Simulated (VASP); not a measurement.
Crystal: ZnCd2Se3.

```
Zn Cd Se
1.0
    -2.05569    2.05569    8.72157
     2.05569   -2.05569    8.72157
     2.05569    2.05569   -8.72157
Zn Cd Se
1 2 3
Direct
  0.50000 0.50000 0.00000
  0.83333 0.83333 0.00000
  0.16667 0.16667 0.00000
  0.41667 0.91667 0.50000
  0.08333 0.58333 0.50000
  0.75000 0.25000 0.50000
```

```yaml
Program: VASP 6.6.1
Task: relaxation of cell and atoms
Functional: PBE
Potentials_or_basis: VASP PAW PBE potentials, release 64 (Zn, Cd, Se)
Cutoff: 600 eV
k_mesh: 6 × 6 × 6
Occupations: gaussian, width 0.1 eV
Spin: no spin polarisation
```

At the start: pressure 8.5 GPa; volume 24.57 Å³/atom.

Q: How do energy, volume and symmetry change on relaxing?

A: Over 8 steps the energy falls by 115.4 meV/atom and the volume is 27.60 Å³/atom (+12.3 %); space group I-4m2 (No. 119, to 0.1 Å) before and after.

Step by step:
```
step  energy change (eV)  largest force (eV/Å)  pressure (GPa)  volume (Å³)
   1              0.0000                1.5454            8.53       147.43
   2             -0.5316                0.4063           -2.43       177.13
   3             -0.5874                0.6223           -0.47       169.00
   4             -0.6281                0.4499           -0.28       167.94
   5             -0.6779                0.3247            0.41       164.79
   6             -0.6901                0.1158           -0.17       166.64
   7             -0.6903                0.1151           -0.22       166.86
   8             -0.6924                0.0193            0.13       165.60
```

Final structure:
```cif
data_structure
_symmetry_space_group_name_H-M 'P 1'
_symmetry_Int_Tables_number 1
_cell_length_a 9.6003
_cell_length_b 9.6003
_cell_length_c 9.6003
_cell_angle_alpha 154.348
_cell_angle_beta 154.348
_cell_angle_gamma 36.594
_cell_volume 165.60
loop_
_atom_site_label
_atom_site_type_symbol
_atom_site_fract_x
_atom_site_fract_y
_atom_site_fract_z
_atom_site_occupancy
Zn1 Zn 0.50000 0.50000 0.00000 1
Cd1 Cd 0.83832 0.83832 0.00000 1
Cd2 Cd 0.16168 0.16168 0.00000 1
Se1 Se 0.42689 0.92689 0.50000 1
Se2 Se 0.07311 0.57311 0.50000 1
Se3 Se 0.75000 0.25000 0.50000 1
```
